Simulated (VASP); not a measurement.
# H4C10N in VASP: a series of runs

H4C10N is run at these levels: PBE+D3(BJ); tasks: single point.

Program: VASP 6.6.1. These are calculated values, not measurements. Logs are shortened: lines on timing, memory, paths and dates and some standing lists are left out, and cuts for length are marked.

**1. The cell of the first run**

The cell holds a slab with vacuum, 30 atoms: a = 5.049 Å, b = 5.049 Å, c = 18.165 Å, α = 90.00°, β = 90.00°, γ = 90.00°.

**2. Single point, PBE+D3(BJ)**

INCAR reads:

```
  PREC = Accurate
  ENCUT = 520
  EDIFF = 1E-7
  ISMEAR = -1
  SIGMA = 0.05
  LREAL = Auto
  LASPH = True
  NELM = 100
  ALGO = Normal
  ISIF = 2
  LWAVE = False
  LCHARG = False
  GGA = PE
  IVDW = 12
  NBANDS = 70
```

KPOINTS reads:

```
regular mesh
0
Gamma
  2 2 1
```

POSCAR reads:

```
H4C10N
1.0
    5.0487420000      0.0000000000      0.0000000000
    0.0000000000      5.0487420000      0.0000000000
    0.0000000000      0.0000000000     18.1647000000
H C N
8 20 2
Direct
    0.4277897346      0.0000000000      0.0550518313
    0.0722160095      0.0000000000      0.0550518313
    0.9277954786      0.0000000000      0.0550518313
    0.5722217535      0.0000000000      0.0550518313
    0.4277897346      0.5000057440      0.0550518313
    0.0722160095      0.5000057440      0.0550518313
    0.9277954786      0.5000057440      0.0550518313
    0.5722217535      0.5000057440      0.0550518313
    0.2500028720      0.0000000000      0.0899932286
    0.7500086160      0.0000000000      0.0899932286
    0.2500028720      0.5000057440      0.0899932286
    0.7500086160      0.5000057440      0.0899932286
    0.2500028720      0.2500028720      0.1391269881
    0.7500086160      0.2500028720      0.1391269881
    0.2500028720      0.7500086160      0.1391269881
    0.7500086160      0.7500086160      0.1391269881
   -0.0020797260      0.2555488080      0.1822766134
    0.5009960897      0.2553309319      0.1827060177
   -0.0013072563      0.7633188624      0.1893893100
    0.5001641993      0.7626850411      0.1896425485
   -0.0048923078      0.0084377455      0.2315810335
    0.5005603376      0.0085763939      0.2326490391
   -0.0035850515      0.4765147437      0.2371798048
    0.5009960897      0.4753065219      0.2377578490
    0.2470516418      0.1260710094      0.2669903714
    0.7483448352      0.1260710094      0.2709210722
    0.2471506763      0.3865121252      0.2772520328
    0.7501670713      0.3917609575      0.2812047543
    0.3620703930      0.3545239586      0.3960263588
    0.4983023494      0.1771134275      0.4007993526
```

Potentials or basis: VASP PAW PBE potentials, release 64 (H, C, N).

The run is started by

```sh
cat potpaw_PBE.64/H/POTCAR potpaw_PBE.64/C/POTCAR potpaw_PBE.64/N/POTCAR > POTCAR
mpirun -np 1 vasp_std > vasp.out
```

OUTCAR:

```text
PREC = Accurate
   ENCUT = 520
   EDIFF = 1E-7
   ISMEAR = -1
   LREAL = Auto
   LASPH = True
   NELM = 100
   ISIF = 2
   GGA = PE
   IVDW = 12
 IVDW          = 12

 ion  position               nearest neighbor table
   1  0.428  0.000  0.055-   4 0.73   9 1.10
   2  0.072  0.000  0.055-   3 0.73   9 1.10
   3  0.928  0.000  0.055-   2 0.73  10 1.10
   4  0.572  0.000  0.055-   1 0.73  10 1.10
   5  0.428  0.500  0.055-   8 0.73  11 1.10
   6  0.072  0.500  0.055-   7 0.73  11 1.10
   7  0.928  0.500  0.055-   6 0.73  12 1.10
   8  0.572  0.500  0.055-   5 0.73  12 1.10
   9  0.250  0.000  0.090-   2 1.10   1 1.10  15 1.55  13 1.55
  10  0.750  0.000  0.090-   4 1.10   3 1.10  16 1.55  14 1.55
  11  0.250  0.500  0.090-   6 1.10   5 1.10  13 1.55  15 1.55
  12  0.750  0.500  0.090-   8 1.10   7 1.10  14 1.55  16 1.55
  13  0.250  0.250  0.139-  18 1.49  17 1.49  11 1.55   9 1.55
  14  0.750  0.250  0.139-  17 1.48  18 1.49  12 1.55  10 1.55
[... 8 lines left out ...]
  23  0.996  0.477  0.237-  17 1.50  27 1.53  28 1.54  19 1.69
  24  0.501  0.475  0.238-  18 1.49  27 1.54  28 1.54  20 1.69
  25  0.247  0.126  0.267-  27 1.33  22 1.54  21 1.54
  26  0.748  0.126  0.271-  28 1.35  22 1.55  21 1.55
  27  0.247  0.387  0.277-  25 1.33  23 1.53  24 1.54
  28  0.750  0.392  0.281-  26 1.35  23 1.54  24 1.54
  29  0.362  0.355  0.396-  30 1.13
  30  0.498  0.177  0.401-  29 1.13

  LATTYP: Found a simple tetragonal cell.
 ALAT       =     5.0487420000
 C/A-ratio  =     3.5978665576

  Lattice vectors:

 A1 = (   5.0487420000,   0.0000000000,   0.0000000000)
 A2 = (   0.0000000000,   5.0487420000,   0.0000000000)
 A3 = (   0.0000000000,   0.0000000000,  18.1647000000)

Analysis of symmetry for initial positions (statically):
=====================================================================
 Subroutine PRICEL returns:
 Original cell was already a primitive cell.

 Routine SETGRP: Setting up the symmetry group for a
 simple tetragonal supercell.

 Subroutine GETGRP returns: Found  1 space group operations
 (whereof  1 operations were pure point group operations)
 out of a pool of 16 trial point group operations.

The static configuration has the point symmetry C_1 .

Analysis of symmetry for dynamics (positions and initial velocities):
=====================================================================
 Subroutine PRICEL returns:
[... 146 lines left out ...]
   EDIFFG = 0.1E-05   stopping-criterion for IOM
   NSW    =      0    number of steps for IOM
   IBRION =     -1    ionic relax: 0-MD 1-quasi-New 2-CG
   NFREE  =      0    steps in history (QN), initial steepest desc. (CG)
   ISIF   =      2    stress and relaxation
   ISYM   =      2    0-nonsym 1-usesym 2-fastsym
   POTIM  = 0.5000    time-step for ionic-motion
   TEBEG  =    0.0;   TEEND  =   0.0 temperature during run
   PSTRESS=    0.0 pullay stress
   NELECT =      98.0000    total number of electrons
   NUPDOWN=      -1.0000    fix difference up-down
   EMIN   =  10.00;   EMAX   =-10.00  energy-range for DOS
   EFERMI =   0.00;   METHOD = LEGACY
   ISMEAR =    -1;   SIGMA  =   0.05  broadening in eV -4-tet -1-fermi 0-gaus
   EFERMI_NEDOS =   21; number of points for ismear=-14 and -15
   IALGO  =     38    algorithm
   IMIX   =      4    mixing-type and parameters
     AMIX     =   0.40;   BMIX     =  1.00
     AMIX_MAG =   1.60;   BMIX_MAG =  1.00
  volume/ion in A,a.u.               =      15.43       104.15
  Fermi-wavevector in a.u.,A,eV,Ry     =   0.975630  1.843674 12.950769  0.951855
  Thomas-Fermi vector in A             =   2.106185
   LORBIT       =      0    0 simple, 1 ext, 2 COOP (PROOUT), +10 PAW based schemes
   GGA     = PE    functional components
   LHFCALC =     F    Hartree Fock is set to
   AEXX    =    0.0000 exact exchange contribution
   IVDW    =    12    specifies the selected vdW correction
   LEPSILON=     F    determine dielectric tensor
   LRPA    =     F    only Hartree local field effects (RPA)
 non-spin polarized calculation
  energy-cutoff  :      520.00
  volume of cell :      463.01
 maximum number of plane-waves:     12484
 NGX is ok and might be reduce to    40
   NGX = 19   NGY = 19   NGZ = 67

 number of electron      98.0000006 magnetization

 Free energy of the ion-electron system (eV)
  ---------------------------------------------------
  ext. energy  EPLUGINS =         0.00000000
  ---------------------------------------------------
  free energy    TOTEN  =      -203.19378614 eV

  energy without entropy =     -203.19376595  energy(sigma->0) =     -203.19377604

 E-fermi :   0.5457     XC(G=0):  -5.0716

 val. band max:        0.0258242822   @ k =   0.0000   0.5000   0.0000
 cond. band min:       1.0778114589   @ k =   0.0000   0.5000   0.0000
 fundamental gap:      1.0519871767
 Fermi energy:         0.5457409991

 k-point     1 :       0.0000    0.0000    0.0000
  band No.  band energies     occupation
      1     -22.5385      2.00000
      2     -21.6952      2.00000
      3     -19.1790      2.00000
      4     -17.4884      2.00000
      5     -17.0343      2.00000
      6     -16.9769      2.00000
[... 245 lines left out ...]
     60       5.4794      0.00000
     61       5.5175      0.00000
 [bands above 61 left out]

------------------------ aborting loop because EDIFF is reached ----------------------------------------

 Edisp (eV)   -3.31993

 E8    (eV) :    -0.9538

  FORCE on cell =-STRESS in cart. coord.  units (eV):
  Direction    XX          YY          ZZ          XY          YZ          ZX
  --------------------------------------------------------------------------------------
  -------------------------------------------------------------------------------------
  Total      81.13716    -2.58316    13.84145     1.18734    -1.32048     1.42432
  in kB     280.76038    -8.93857    47.89582     4.10856    -4.56927     4.92859
  external pressure =      106.57 kB  Pullay stress =        0.00 kB

 VOLUME and BASIS-vectors are now :
 -----------------------------------------------------------------------------
  energy-cutoff  :      520.00
  volume of cell :      463.01
      direct lattice vectors                 reciprocal lattice vectors
     5.048742000  0.000000000  0.000000000     0.198069143  0.000000000  0.000000000
     0.000000000  5.048742000  0.000000000     0.000000000  0.198069143  0.000000000
     0.000000000  0.000000000 18.164700000     0.000000000  0.000000000  0.055051831

 POSITION                                       TOTAL-FORCE (eV/Angst)
 -----------------------------------------------------------------------------------
      2.15980      0.00000      1.00000        -8.952113     -0.029773      0.081483
      0.36460      0.00000      1.00000         8.959652     -0.030008      0.086036
      4.68420      0.00000      1.00000        -8.972277     -0.030553      0.083863
      2.88900      0.00000      1.00000         8.966745     -0.031605      0.075691
      2.15980      2.52440      1.00000        -8.933820      0.089866      0.091411
      0.36460      2.52440      1.00000         8.948475      0.085056      0.094766
[... 22 lines left out ...]
      1.82800      1.78990      7.19370         1.216735     -1.581878      1.531104
      2.51580      0.89420      7.28040        -0.938878      1.549819      1.047728
 -----------------------------------------------------------------------------------
    total drift:                                0.010972     -0.004809      0.003820

  FREE ENERGIE OF THE ION-ELECTRON SYSTEM (eV)
  ---------------------------------------------------
  free  energy   TOTEN  =      -206.5137206521 eV

  energy  without entropy=     -206.5137004656  energy(sigma->0) =     -206.51371056
```

stdout:

```text
POSCAR found type information on POSCAR H C N
 POSCAR found :  3 types and      30 ions
 scaLAPACK will be used
 LDA part: xc-table for (Slater+PW92), standard interpolation
 POSCAR, INCAR and KPOINTS ok, starting setup
 FFT: planning ... GRIDC
 FFT: planning ... GRID_SOFT
 FFT: planning ... GRID
 WAVECAR not read
 entering main loop
```

It took 6.8 min on 1 thread of AMD EPYC 7R43 (Zen 3), shared host; peak memory 0.46 GiB.

Results:

```yaml
Free_energy: -206.5137 eV
Largest_force: 8.973 eV/Å
Band_gap_on_the_k_mesh: 1.05 eV, direct
Dispersion_energy_per_atom: -0.111 eV
```

Forces on the atoms (eV/Å):
```
H   -8.952 -0.030  0.081
H    8.960 -0.030  0.086
H   -8.972 -0.031  0.084
H    8.967 -0.032  0.076
H   -8.934  0.090  0.091
H    8.948  0.085  0.095
H   -8.961  0.081  0.092
H    8.958  0.089  0.077
C    0.025 -0.020  0.626
C   -0.038 -0.036  0.574
C    0.009  0.123  0.870
C   -0.059  0.155  0.796
C   -0.016  0.613 -4.571
C   -0.202  0.616 -4.873
C   -0.037  0.586 -0.375
C   -0.089  0.485 -0.570
C   -0.142 -0.366 -1.343
C    0.123 -0.416 -1.416
C   -0.085 -3.857  0.564
C    0.061 -3.614  0.726
C    0.577  3.610  3.660
C   -0.484  3.254  3.271
C    0.289  1.932  1.196
C   -0.132  2.130  1.155
C   -0.339 -4.662  0.331
C    0.281 -3.514  0.108
C   -0.138  1.892 -1.824
C    0.104  0.899 -2.166
N    1.217 -1.582  1.531
N   -0.939  1.550  1.048
```

Caveat: the k points lie up to 0.62 Å⁻¹ apart; the standard files for N, O and F lose accuracy on very short bonds.

**3. Single point, PBE+D3(BJ)**

INCAR reads:

```
PREC = Accurate ; ENCUT = 520
EDIFF = 1E-7 ; ISMEAR = -1
SIGMA = 0.05 ; LREAL = Auto
LASPH = T ; NELM = 60
ALGO = Normal ; ISIF = 2
LWAVE = F ; LCHARG = F
GGA = PE ; IVDW = 12
NBANDS = 70
```

KPOINTS reads:

```
Automatic mesh
0
Gamma
  2 2 1
```

POSCAR reads:

```
H4C10N
1.0
    5.0487420000      0.0000000000      0.0000000000
    0.0000000000      5.0487420000      0.0000000000
    0.0000000000      0.0000000000     18.1647000000
H C N
8 20 2
Direct
    0.4277897346      0.0000000000      0.0550518313
    0.0722160095      0.0000000000      0.0550518313
    0.9277954786      0.0000000000      0.0550518313
    0.5722217535      0.0000000000      0.0550518313
    0.4277897346      0.5000057440      0.0550518313
    0.0722160095      0.5000057440      0.0550518313
    0.9277954786      0.5000057440      0.0550518313
    0.5722217535      0.5000057440      0.0550518313
    0.2500028720      0.0000000000      0.0899932286
    0.7500086160      0.0000000000      0.0899932286
    0.2500028720      0.5000057440      0.0899932286
    0.7500086160      0.5000057440      0.0899932286
    0.2500028720      0.2500028720      0.1391269881
    0.7500086160      0.2500028720      0.1391269881
    0.2500028720      0.7500086160      0.1391269881
    0.7500086160      0.7500086160      0.1391269881
    0.0007526627      0.2553903527      0.1779715602
    0.4998274818      0.2540434825      0.1791111331
    0.0017826223      0.7459481986      0.1945146355
    0.5012535796      0.7445815215      0.1941457883
   -0.0000990346      0.0206982254      0.2397176942
    0.5026004498      0.0255509194      0.2404994302
    0.0012874494      0.4582329618      0.2367283798
    0.5009168621      0.4557570975      0.2368825249
    0.2528154538      0.1231593930      0.2823112961
    0.7493351809      0.1231197791      0.2822782650
    0.2532115921      0.3879184161      0.2736846741
    0.7525835149      0.3925334271      0.2738167985
    0.5919494401      0.3572573128      0.4842909599
    0.7689440261      0.2433873626      0.4833220477
```

Potentials or basis: VASP PAW PBE potentials, release 64 (H, C, N).

The run is started by

```sh
cat potpaw_PBE.64/H/POTCAR potpaw_PBE.64/C/POTCAR potpaw_PBE.64/N/POTCAR > POTCAR
mpirun -np 1 vasp_std > vasp.out
```

It took 5.9 min on 1 thread of AMD EPYC 7R43 (Zen 3), shared host; peak memory 0.46 GiB.

Results (log left out):

| Property | Result |
| --- | --- |
| Free energy | -207.0078 eV |
| Largest force | 9.272 eV/Å |
| Band gap on the k mesh | 0.68 eV, direct |
| Dispersion energy per atom | -0.106 eV |

Forces on the atoms (eV/Å):
```
H   -8.957 -0.054  0.092
H    8.956 -0.044  0.094
H   -8.960 -0.049  0.093
H    8.956 -0.054  0.092
H   -8.928  0.068  0.066
H    8.939  0.044  0.075
H   -8.949  0.047  0.067
H    8.933  0.068  0.063
C    0.034 -0.332  0.825
C   -0.019 -0.326  0.842
C    0.045  0.470  0.584
C   -0.024  0.466  0.569
C    0.224 -0.068 -5.837
C   -0.098 -0.018 -5.790
C    0.158 -0.058  1.505
C    0.076 -0.139  1.487
C   -0.190 -2.558  3.665
C    0.260 -2.511  2.599
C   -0.181  0.195 -0.542
C   -0.078  0.471 -0.311
C    0.215 -0.675  1.203
C   -0.335 -1.785  0.700
C    0.318  5.927 -0.128
C    0.318  6.737 -0.163
C   -0.410 -2.800 -2.538
C    0.619 -1.913 -2.628
C   -0.659  0.043  1.641
C   -0.261 -1.153  1.685
N   -7.790  5.026  0.146
N    7.788 -5.023 -0.155
```

Levels at points of the mesh, in eV from the valence-band top:
```
           k point  band 46  band 47  band 48  band 49  band 50  band 51  band 52  band 53
(0.00, 0.00, 0.00)    -2.27    -1.36    -0.75    -0.25     0.78     1.65     2.02     2.75
(0.50, 0.00, 0.00)    -2.17    -2.16    -1.65    -1.62     1.31     1.43     2.86     2.94
(0.00, 0.50, 0.00)    -2.10    -1.23    -0.61     0.00     0.68     1.14     2.91     2.96
(0.50, 0.50, 0.00)    -3.03    -3.00    -1.31    -1.26     1.12     1.25     2.86     3.12
```

Caveat: the k points lie up to 0.62 Å⁻¹ apart; the standard files for N, O and F lose accuracy on very short bonds.

**4. Single point, PBE+D3(BJ)**

INCAR reads:

```
SYSTEM = H4C10N
ALGO = Normal ; EDIFF = 1E-6
ENCUT = 520 ; GGA = PE
ISIF = 2 ; ISMEAR = -1
IVDW = 12 ; LASPH = .True.
LCHARG = .False. ; LREAL = Auto
LWAVE = .False. ; NBANDS = 70
NELM = 100 ; PREC = Accurate
SIGMA = 0.05
```

KPOINTS reads:

```
k-points
0
Gamma
  2 2 1
  0 0 0
```

POSCAR reads:

```
H4C10N
1.0
    5.0487420000      0.0000000000      0.0000000000
    0.0000000000      5.0487420000      0.0000000000
    0.0000000000      0.0000000000     18.1647000000
H C N
8 20 2
Direct
    0.4277897346      0.0000000000      0.0550518313
    0.0722160095      0.0000000000      0.0550518313
    0.9277954786      0.0000000000      0.0550518313
    0.5722217535      0.0000000000      0.0550518313
    0.4277897346      0.5000057440      0.0550518313
    0.0722160095      0.5000057440      0.0550518313
    0.9277954786      0.5000057440      0.0550518313
    0.5722217535      0.5000057440      0.0550518313
    0.2500028720      0.0000000000      0.0899932286
    0.7500086160      0.0000000000      0.0899932286
    0.2500028720      0.5000057440      0.0899932286
    0.7500086160      0.5000057440      0.0899932286
    0.2500028720      0.2500028720      0.1391269881
    0.7500086160      0.2500028720      0.1391269881
    0.2500028720      0.7500086160      0.1391269881
    0.7500086160      0.7500086160      0.1391269881
    0.0041198382      0.2388713862      0.1805700067
    0.4972921967      0.2400201872      0.1812306286
    0.0024164435      0.7683300117      0.1926373681
    0.5012733865      0.7694788127      0.1923180675
    0.0041396451      0.0155088139      0.2403067488
    0.4992332743      0.0163208974      0.2404884198
    0.0018222361      0.4951332431      0.2470726189
    0.4998670956      0.4929544825      0.2469845359
    0.2527758400      0.0979649980      0.2792063728
    0.7512960654      0.0971331076      0.2774997660
    0.2511516730      0.3853435173      0.2732552698
    0.7529796531      0.3837391572      0.2702219139
    0.8229970951      0.3763313713      0.6159584249
    1.0238392059      0.3140386259      0.6094733191
```

The run is started by

```sh
cat potpaw_PBE.64/H/POTCAR potpaw_PBE.64/C/POTCAR potpaw_PBE.64/N/POTCAR > POTCAR
mpirun -np 1 vasp_std > vasp.out
```

Wall time 6.5 min (1 thread of AMD EPYC 7R43 (Zen 3), shared host); peak memory 0.46 GiB.

The run converged. Its results:

```yaml
Free_energy: -207.1292 eV
Largest_force: 8.960 eV/Å
Band_gap_on_the_k_mesh: 0.89 eV, direct
Dispersion_energy_per_atom: -0.104 eV
```

Forces in eV/Å, atoms in the order of the input:
```
H   -8.898 -0.026  0.052
H    8.905 -0.016  0.050
H   -8.924 -0.029  0.036
H    8.914 -0.040  0.037
H   -8.953  0.070  0.109
H    8.953  0.069  0.111
H   -8.959  0.079  0.106
H    8.951  0.076  0.107
C   -0.001 -0.383  0.457
C    0.001 -0.298  0.501
C    0.023  0.266  1.120
C   -0.003  0.201  1.202
C    0.223  0.099 -4.383
C    0.061 -0.078 -3.934
C    0.172  0.872  1.195
C    0.153  0.950  1.295
C   -0.848  1.244  1.938
C    0.710  1.279  1.583
C   -0.110 -3.277  0.878
C   -0.272 -3.417  1.013
C   -0.377  0.638 -1.164
C    0.424  0.458 -1.353
C    0.292  0.467 -3.782
C    0.295  0.663 -3.877
C   -0.418  2.093  0.478
C    0.255  2.334  0.478
C   -0.081 -2.108  2.502
C   -0.492 -2.183  3.254
N   -7.692  2.399  0.894
N    7.695 -2.400 -0.901
```

Levels at points of the mesh, in eV from the valence-band top:
```csv
k point,band 45,band 46,band 47,band 48,band 49,band 50,band 51,band 52,band 53,band 54
"(0.00, 0.00, 0.00)",-2.42,-1.84,-0.99,-0.46,-0.10,1.01,1.85,1.95,2.58,2.66
"(0.50, 0.00, 0.00)",-2.95,-2.32,-2.29,-0.59,-0.56,1.67,1.79,2.43,2.59,3.11
"(0.00, 0.50, 0.00)",-2.99,-1.61,-0.78,-0.38,0.00,0.89,1.48,2.57,2.65,2.75
"(0.50, 0.50, 0.00)",-3.52,-3.37,-3.26,-0.36,-0.35,1.52,1.67,2.44,2.51,3.80
```

Caveat: the k points lie up to 0.62 Å⁻¹ apart; the standard files for N, O and F lose accuracy on very short bonds.
